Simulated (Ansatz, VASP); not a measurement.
Two plane-wave programs on Li7S3

INCAR

```
SYSTEM = Li7S3
PREC = Accurate
ENCUT = 520
EDIFF = 1E-7
ISMEAR = 0
SIGMA = 0.1
LREAL = .FALSE.
LASPH = .TRUE.
NELM = 60
ALGO = Normal
ISIF = 2
LWAVE = .FALSE.
LCHARG = .FALSE.
GGA = PE
NBANDS = 30
```

KPOINTS

```
regular mesh
0
G
  3 3 3
  0 0 0
```

POSCAR

```
Li7S3
1.0
    3.5767105600      2.0650148100      9.1727078600
   -3.5767105600      2.0650148100      9.1727078600
    0.0000000000     -4.1300296100      9.1727078600
Li S
7 3
Direct
    0.5000000000      0.5000000000      0.5000000000
    0.2080320600      0.2080320600      0.7080320600
    0.7080320600      0.2080320600      0.2080320600
    0.2080320600      0.7080320600      0.2080320600
    0.7919679400      0.2919679400      0.7919679400
    0.2919679400      0.7919679400      0.7919679400
    0.7919679400      0.7919679400      0.2919679400
    0.4160641100      0.4160641100      0.4160641100
    0.5839358900      0.5839358900      0.5839358900
    0.0000000000      0.0000000000      0.0000000000
```

Input for Ansatz:

```yaml
crystal:
  lattice:
    - [3.57671056, 2.06501481, 9.17270786]
    - [-3.57671056, 2.06501481, 9.17270786]
    - [0.0, -4.13002961, 9.17270786]
  atoms:
    - { symbol: Li, position: [0.5, 0.5, 0.5] }
    - { symbol: Li, position: [0.20803206, 0.20803206, 0.70803206] }
    - { symbol: Li, position: [0.70803206, 0.20803206, 0.20803206] }
    - { symbol: Li, position: [0.20803206, 0.70803206, 0.20803206] }
    - { symbol: Li, position: [0.79196794, 0.29196794, 0.79196794] }
    - { symbol: Li, position: [0.29196794, 0.79196794, 0.79196794] }
    - { symbol: Li, position: [0.79196794, 0.79196794, 0.29196794] }
    - { symbol: S, position: [0.41606411, 0.41606411, 0.41606411] }
    - { symbol: S, position: [0.58393589, 0.58393589, 0.58393589] }
    - { symbol: S, position: [0.0, 0.0, 0.0] }
basis:
  ecutwfc: 420
kpoints:
  mp_grid: { grid: [3, 3, 3] }
hamiltonian:
  xc: pbe
scf:
  occupations: { method: gaussian, width: 0.1 }
  lower_state_search: "off"
output:
  forces: true
  stress: true
  eigenvalues: true
```

Alike in both runs: task single point; functional PBE; k mesh 3 × 3 × 3; occupations gaussian, width 0.1 eV; no spin polarisation.

|  | VASP | Ansatz |
| --- | --- | --- |
| version | VASP 6.6.1 | Ansatz 0.2.0 |
| potentials or method | VASP PAW PBE potentials, release 64 (Li_sv, S), cutoff 520 eV | scalar-relativistic, plane waves, PAW |
| valence electrons in the cell | 39 | 39 |

```csv
,VASP,Ansatz,Ansatz less VASP
gap on the k mesh at the Fermi level (eV),none,none,-
rms of the force components (eV/Å),0.298,0.298,-0.0005
```

Atom by atom the forces differ by 0.001 eV/Å (rms over components). A gap of «none» marks a metal or a gap that the smearing closes. The functional is the same, so the differences come from potentials, cutoffs and numerics.

Noted on VASP's run: the cutoff is short for stress, so the pressure is rough.
